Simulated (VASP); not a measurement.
# Zr (P6_3/mmc) in VASP: single point with PBE

Aim: the single point of Zr with PBE.

All numbers are computed with VASP 6.6.1; they aren't measurements. Logs are shortened: lines on timing, memory, paths and dates and some standing lists are left out, and cuts for length are marked.

## (1) The cell of the first run

The structure is hexagonal, space group P6_3/mmc (No. 194). Conventional cell: a = 3.233 Å, b = 3.233 Å, c = 5.168 Å, α = 90.00°, β = 90.00°, γ = 120.00°. Within 4.2 Å of Zr (site symmetry -6m2) lie 12 Zr at 3.19 to 3.23 Å.

## (2) Single point, PBE

Input file INCAR:

```
  PREC = Accurate
  ENCUT = 520
  EDIFF = 1E-6
  ISMEAR = 0
  SIGMA = 0.1
  LREAL = False
  LASPH = True
  NELM = 60
  ALGO = Normal
  ISIF = 2
  LWAVE = False
  LCHARG = False
  GGA = PE
  NBANDS = 19
```

Input file KPOINTS:

```
regular mesh
0
Gamma
  15 15 8
```

Input file POSCAR:

```
Zr
1.0
    3.2329057395      0.0000000000      0.0000000000
   -1.6164528698      2.7997784985      0.0000000000
    0.0000000000      0.0000000000      5.1677329757
Zr
2
Direct
    0.3333333333      0.6666666667      0.2500000000
    0.6666666667      0.3333333333      0.7500000000
```

Potentials or basis: VASP PAW PBE potentials, release 64 (Zr_sv).

Command:

```
$ cat potpaw_PBE.64/Zr_sv/POTCAR > POTCAR
$ mpirun -np 1 vasp_std > vasp.out
```

OUTCAR:

```text
PREC = Accurate
   ENCUT = 520
   EDIFF = 1E-6
   ISMEAR = 0
   LREAL = False
   LASPH = True
   NELM = 60
   ISIF = 2
   GGA = PE

 ion  position               nearest neighbor table
   1  0.333  0.667  0.250-   2 3.19   2 3.19   2 3.19   2 3.19   2 3.19   2 3.19
   2  0.667  0.333  0.750-   1 3.19   1 3.19   1 3.19   1 3.19   1 3.19   1 3.19

  LATTYP: Found a hexagonal cell.
 ALAT       =     3.2329057395
 C/A-ratio  =     1.5984793224

  Lattice vectors:

 A1 = (   3.2329057395,   0.0000000000,   0.0000000000)
 A2 = (  -1.6164528698,   2.7997784985,   0.0000000000)
 A3 = (   0.0000000000,   0.0000000000,   5.1677329757)

Analysis of symmetry for initial positions (statically):
=====================================================================
 Subroutine PRICEL returns:
 Original cell was already a primitive cell.

 Routine SETGRP: Setting up the symmetry group for a
 hexagonal supercell.

 Subroutine GETGRP returns: Found 24 space group operations
 (whereof 12 operations were pure point group operations)
 out of a pool of 24 trial point group operations.

The static configuration has the point symmetry D_3d.
 The point group associated with its full space group is D_6h.

Analysis of symmetry for dynamics (positions and initial velocities):
=====================================================================
 Subroutine PRICEL returns:
 Original cell was already a primitive cell.

 Routine SETGRP: Setting up the symmetry group for a
 hexagonal supercell.

 Subroutine GETGRP returns: Found 24 space group operations
 (whereof 12 operations were pure point group operations)
 out of a pool of 24 trial point group operations.

The dynamic configuration has the point symmetry D_3d.
 The point group associated with its full space group is D_6h.

 Subroutine INISYM returns: Found 24 space group operations
 (whereof 12 operations are pure point group operations),
 and found     1 'primitive' translations

----------------------------------------------------------------------------------------

                                     Primitive cell

  volume of cell :      46.7753

  direct lattice vectors                    reciprocal lattice vectors
     3.232905740  0.000000000  0.000000000     0.309319257  0.178585556  0.000000000
    -1.616452870  2.799778498  0.000000000     0.000000000  0.357171112  0.000000000
     0.000000000  0.000000000  5.167732976     0.000000000  0.000000000  0.193508450

  length of vectors
     3.232905740  3.232905740  5.167732976     0.357171112  0.357171112  0.193508450

  position of ions in fractional coordinates (direct lattice)
     0.333333333  0.666666667  0.250000000
     0.666666667  0.333333333  0.750000000

  ion indices of the primitive-cell ions
   primitive index   ion index
                 1           1
                 2           2

----------------------------------------------------------------------------------------

 KPOINTS: regular mesh

Automatic generation of k-mesh.
 Grid dimensions read from file:
 generate k-points for:   15   15    8

 Generating k-lattice:

  Cartesian coordinates                     Fractional coordinates (reciprocal lattice)
     0.020621284  0.011905704  0.000000000     0.066666667  0.000000000  0.000000000
     0.000000000  0.023811407  0.000000000     0.000000000  0.066666667  0.000000000
     0.000000000  0.000000000  0.024188556     0.000000000  0.000000000  0.125000000

  Length of vectors
     0.023811407  0.023811407  0.024188556

  Shift w.r.t. Gamma in fractional coordinates (k-lattice)
     0.000000000  0.000000000  0.000000000

 Subroutine IBZKPT returns following result:
 ===========================================

 Found    135 irreducible k-points:

 Following reciprocal coordinates:
            Coordinates               Weight
  0.000000  0.000000  0.000000      1.000000
  0.066667  0.000000  0.000000      6.000000
  0.133333 -0.000000  0.000000      6.000000
  0.200000 -0.000000  0.000000      6.000000
  0.266667 -0.000000  0.000000      6.000000
  0.333333  0.000000  0.000000      6.000000
[... 16 lines left out ...]
  0.333333  0.200000  0.000000     12.000000
  0.400000  0.200000  0.000000      6.000000
 [... further k-points ...]
   k-points           NKPTS =    135   k-points in BZ     NKDIM =    135   number of bands    NBANDS=     19
   number of dos      NEDOS =    301   number of ions     NIONS =      2
   total plane-waves  NPLWV =  23040
   dimension x,y,z NGX =    24 NGY =   24 NGZ =   40
   dimension x,y,z NGXF=    48 NGYF=   48 NGZF=   80
   ions per type =               2
   NGX,Y,Z   is equivalent  to a cutoff of  12.34, 12.34, 12.87 a.u.
   NGXF,Y,Z  is equivalent  to a cutoff of  24.68, 24.68, 25.74 a.u.
 SYSTEM =  unknown system
   PREC   = accura    normal or accurate (medium, high low for compatibility)
   ISTART =      0    job   : 0-new  1-cont  2-samecut
   ICHARG =      2    charge: 1-file 2-atom 10-const
   ISPIN  =      1    spin polarized calculation?
   LNONCOLLINEAR =      F non collinear calculations
   LSORBIT =      F    spin-orbit coupling
   LASPH  =      T    aspherical Exc in radial PAW
   ENCUT  =  520.0 eV  38.22 Ry    6.18 a.u.   6.01  6.01  9.61*2*pi/ulx,y,z
   NELM   =     60;   NELMIN=  2; NELMDL= -5     # of ELM steps
   EDIFF  = 0.1E-05   stopping-criterion for ELM
   LREAL  =      F    real-space projection
   EDIFFG = 0.1E-04   stopping-criterion for IOM
   NSW    =      0    number of steps for IOM
   IBRION =     -1    ionic relax: 0-MD 1-quasi-New 2-CG
   NFREE  =      0    steps in history (QN), initial steepest desc. (CG)
   ISIF   =      2    stress and relaxation
   ISYM   =      2    0-nonsym 1-usesym 2-fastsym
   POTIM  = 0.5000    time-step for ionic-motion
   TEBEG  =    0.0;   TEEND  =   0.0 temperature during run
   PSTRESS=    0.0 pullay stress
   NELECT =      24.0000    total number of electrons
   NUPDOWN=      -1.0000    fix difference up-down
   EMIN   =  10.00;   EMAX   =-10.00  energy-range for DOS
   EFERMI =   0.00;   METHOD = LEGACY
   ISMEAR =     0;   SIGMA  =   0.10  broadening in eV -4-tet -1-fermi 0-gaus
   EFERMI_NEDOS =   21; number of points for ismear=-14 and -15
   IALGO  =     38    algorithm
   IMIX   =      4    mixing-type and parameters
     AMIX     =   0.40;   BMIX     =  1.00
     AMIX_MAG =   1.60;   BMIX_MAG =  1.00
  volume/ion in A,a.u.               =      23.39       157.83
  Fermi-wavevector in a.u.,A,eV,Ry     =   1.310609  2.476691 23.370655  1.717695
  Thomas-Fermi vector in A             =   2.441127
   LORBIT       =      0    0 simple, 1 ext, 2 COOP (PROOUT), +10 PAW based schemes
   GGA     = PE    functional components
   LHFCALC =     F    Hartree Fock is set to
   AEXX    =    0.0000 exact exchange contribution
   IVDW    =     0    specifies the selected vdW correction
   LEPSILON=     F    determine dielectric tensor
   LRPA    =     F    only Hartree local field effects (RPA)
 non-spin polarized calculation
 Gauss-broadening in eV      SIGMA  =   0.10
  energy-cutoff  :      520.00
  volume of cell :       46.78
 maximum number of plane-waves:      1284
   NGX = 13   NGY = 13   NGZ = 19

 number of electron      24.0000001 magnetization

 Free energy of the ion-electron system (eV)
  ---------------------------------------------------
  ext. energy  EPLUGINS =         0.00000000
  ---------------------------------------------------
  free energy    TOTEN  =       -17.04598864 eV

  energy without entropy =      -17.03608419  energy(sigma->0) =      -17.04103641

 E-fermi :   8.9638     XC(G=0): -11.0613

 val. band max:        8.9524818080   @ k =   0.4000   0.2000   0.2500
 cond. band min:       8.9640446595   @ k =   0.1333  -0.0000   0.1250
 fundamental gap:      0.0115628515
 Fermi energy:         8.9638200529

 k-point     1 :       0.0000    0.0000    0.0000
  band No.  band energies     occupation
      1     -39.9030      2.00000
      2     -39.7536      2.00000
      3     -18.4158      2.00000
      4     -17.5561      2.00000
      5     -17.5561      2.00000
      6     -17.4313      2.00000
[... 11 lines left out ...]
     18      11.0962      0.00000
     19      13.3574      0.00000

 k-point     2 :       0.0667    0.0000    0.0000
  band No.  band energies     occupation
      1     -39.8980      2.00000
      2     -39.7514      2.00000
      3     -18.4024      2.00000
      4     -17.5861      2.00000
      5     -17.5659      2.00000
      6     -17.4505      2.00000
[... 11 lines left out ...]
     18      10.9859      0.00000
     19      13.4385      0.00000

 k-point     3 :       0.1333   -0.0000    0.0000
  band No.  band energies     occupation
      1     -39.8837      2.00000
      2     -39.7455      2.00000
      3     -18.3633      2.00000
      4     -17.6710      2.00000
      5     -17.5931      2.00000
      6     -17.5372      2.00000
[... 11 lines left out ...]
     18      10.9194      0.00000
     19      13.6251      0.00000

 k-point     4 :       0.2000   -0.0000    0.0000
  band No.  band energies     occupation
      1     -39.8619      2.00000
      2     -39.7374      2.00000
      3     -18.3020      2.00000
      4     -17.7960      2.00000
      5     -17.6611      2.00000
      6     -17.6316      2.00000
[... 11 lines left out ...]
     18      11.4276      0.00000
     19      13.8259      0.00000

 k-point     5 :       0.2667   -0.0000    0.0000
  band No.  band energies     occupation
      1     -39.8358      2.00000
      2     -39.7291      2.00000
      3     -18.2242      2.00000
      4     -17.9391      2.00000
      5     -17.7980      2.00000
      6     -17.6742      2.00000
[... 11 lines left out ...]
     18      12.0873      0.00000
     19      13.9892      0.00000

 k-point     6 :       0.3333    0.0000    0.0000
  band No.  band energies     occupation
      1     -39.8090      2.00000
      2     -39.7228      2.00000
      3     -18.1381      2.00000
      4     -18.0753      2.00000
      5     -17.9242      2.00000
      6     -17.7136      2.00000
[... 11 lines left out ...]
     18      12.8329      0.00000
     19      14.1008      0.00000

 k-point     7 :       0.4000   -0.0000    0.0000
  band No.  band energies     occupation
      1     -39.7858      2.00000
      2     -39.7201      2.00000
      3     -18.1808      2.00000
      4     -18.0559      2.00000
      5     -18.0203      2.00000
      6     -17.7438      2.00000
[... 11 lines left out ...]
     18      13.5674      0.00000
     19      14.1660      0.00000

 k-point     8 :       0.4667   -0.0000    0.0000
  band No.  band energies     occupation
      1     -39.7713      2.00000
      2     -39.7203      2.00000
      3     -18.2382      2.00000
      4     -18.0719      2.00000
      5     -17.9993      2.00000
      6     -17.7601      2.00000
[... 256 lines left out ...]
 k-point    20 :       0.4000    0.1333    0.0000
  band No.  band energies     occupation
      1     -39.7639      2.00000
      2     -39.7210      2.00000
      3     -18.2051      2.00000
      4     -18.0432      2.00000
      5     -17.9692      2.00000
      6     -17.8213      2.00000
[... 11 lines left out ...]
     18      13.9357      0.00000
     19      15.0887      0.00000

 k-point    21 :       0.2000    0.2000    0.0000
  band No.  band energies     occupation
      1     -39.8023      2.00000
      2     -39.7216      2.00000
      3     -18.1157      2.00000
      4     -18.0020      2.00000
      5     -17.9818      2.00000
      6     -17.7246      2.00000
[... 11 lines left out ...]
     18      13.5626      0.00000
     19      13.8110      0.00000

 k-point    22 :       0.2667    0.2000    0.0000
  band No.  band energies     occupation
      1     -39.7797      2.00000
      2     -39.7197      2.00000
      3     -18.0918      2.00000
      4     -18.0341      2.00000
      5     -18.0132      2.00000
      6     -17.7929      2.00000
[... 11 lines left out ...]
     18      13.7825      0.00000
     19      14.4230      0.00000

 k-point    23 :       0.3333    0.2000    0.0000
  band No.  band energies     occupation
      1     -39.7615      2.00000
      2     -39.7212      2.00000
      3     -18.1526      2.00000
      4     -18.0171      2.00000
      5     -17.9599      2.00000
      6     -17.8581      2.00000
[... 11 lines left out ...]
     18      13.7615      0.00000
     19      15.1064      0.00000

 k-point    24 :       0.4000    0.2000    0.0000
  band No.  band energies     occupation
      1     -39.7536      2.00000
      2     -39.7233      2.00000
      3     -18.1737      2.00000
      4     -18.0118      2.00000
      5     -17.9238      2.00000
      6     -17.8885      2.00000
[... 11 lines left out ...]
     18      13.7535      0.00000
     19      15.3140      0.00000

 [... further k-points ...]
[... 5 lines left out ...]
  --------------------------------------------------------------------------------------
  -------------------------------------------------------------------------------------
  Total       -0.0001869     -0.0001869      0.0247403      0.0000000      0.0000000      0.0000000
  in kB       -0.0064015     -0.0064015      0.8474189      0.0000000      0.0000000      0.0000000
  external PRESSURE =       0.2782053 kB  Pullay stress =       0.0000000 kB

 VOLUME and BASIS-vectors are now :
 -----------------------------------------------------------------------------
  energy-cutoff  :      520.00
  volume of cell :       46.78
      direct lattice vectors                 reciprocal lattice vectors
     3.232905740  0.000000000  0.000000000     0.309319257  0.178585556  0.000000000
    -1.616452870  2.799778498  0.000000000     0.000000000  0.357171112  0.000000000
     0.000000000  0.000000000  5.167732976     0.000000000  0.000000000  0.193508450

 POSITION                                       TOTAL-FORCE (eV/Angst)
 -----------------------------------------------------------------------------------
     -0.00000      1.86652      1.29193        -0.000000      0.000000      0.000000
      1.61645      0.93326      3.87580         0.000000      0.000000      0.000000
 -----------------------------------------------------------------------------------
    total drift:                               -0.000000      0.000000     -0.000000

  FREE ENERGIE OF THE ION-ELECTRON SYSTEM (eV)
  ---------------------------------------------------
  free  energy   TOTEN  =       -17.0459886437 eV

  energy  without entropy=      -17.0360841854  energy(sigma->0) =      -17.04103641
```

Run time: 2.2 min. Hardware: 1 thread of Intel Xeon 8259CL, shared host; peak memory 0.23 GiB.

What came out:

```yaml
Free_energy: -17.0460 eV
Pressure: 0.0 GPa
Band_gap_on_the_k_mesh: zero (bands 12 and 13 overlap by 1.18 eV)
```

Stress tensor (GPa, compression positive):
```
0.00 0.00 0.00
0.00 0.00 0.00
0.00 0.00 0.08
```
